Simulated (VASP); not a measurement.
A run of VASP 6.6.1 is set up as follows.

Contents of INCAR:

```
  PREC = Accurate
  ENCUT = 520
  EDIFF = 1E-7
  ISMEAR = 0
  SIGMA = 0.01
  LREAL = Auto
  LASPH = T
  NELM = 100
  ALGO = Normal
  ISIF = 2
  LWAVE = F
  LCHARG = F
  GGA = PE
  NBANDS = 82
```

KPOINTS

```
Automatic mesh
0
Gamma
  1 1 1
  0.25 0.25 0.25
```

POSCAR

```
Al16CN14
1.0
    6.2595139128      0.0000000578      0.0000000000
   -3.1297570064      5.4208980350      0.0000000000
    0.0000000000      0.0000000000     10.0348065929
Al N C
16 14 1
Direct
    0.3339674061      0.1678640109      0.2510587090
    0.1673614852      0.3320299040      0.4984633879
    0.3350094581      0.1664299310      0.7501119856
    0.1646076886      0.3332134260      1.0000225244
    0.3340815802      0.6667783438      0.2524118753
    0.1685124249      0.8337302911      0.5009036442
    0.3352362889      0.6664515469      0.7495591444
    0.1682836422      0.8341755447      0.9970553314
    0.8286391518      0.1669241400      0.2531155581
    0.6709870400      0.3360005832      0.5004308731
    0.8350440678      0.1667643884      0.7492875278
    0.6663605309      0.3320543937      0.9987604200
    0.8117300881      0.6556740712      0.2518907754
    0.6709309855      0.8347341365      0.5003641149
    0.8362858941      0.6668634041      0.7462350093
    0.6676547400      0.8357485426      0.9972232576
    0.3350286468      0.1668714723      0.4380420464
    0.1631478262      0.3314633462      0.1898664633
    0.3307448785      0.1679026449      0.9422321182
    0.1703136685      0.3322047304      0.6898553047
    0.3347371625      0.6696228101      0.4394726233
    0.3322862212      0.6674441831      0.9410883838
    0.1734522823      0.8341743812      0.6933943640
    0.8324132659      0.1675554606      0.4407606884
    0.6605436818      0.3285379209      0.1866546753
    0.8335502957      0.1691779039      0.9393146515
    0.6676723304      0.3298524414      0.6931180900
    0.6642720219      0.8356773346      0.1854344359
    0.8336298059      0.6677568244      0.9419053587
    0.6685150820      0.8326544337      0.6931049275
    0.8383336878      0.6703341194      0.4384794207
```

Potentials or basis: VASP PAW PBE potentials, release 64 (Al, N, C).

The run is started by

```console
$ cat potpaw_PBE.64/Al/POTCAR potpaw_PBE.64/N/POTCAR potpaw_PBE.64/C/POTCAR > POTCAR
$ mpirun -np 1 vasp_std > vasp.out
```

(1) Estimate the band gap on the k mesh.

(2) Predict the largest force.

(3) Predict the pressure.

Results:

(1) 2.66 eV.

(2) 0.271 eV/Å.

(3) 1.2 GPa.

Caveat: the k points lie up to 1.16 Å⁻¹ apart.
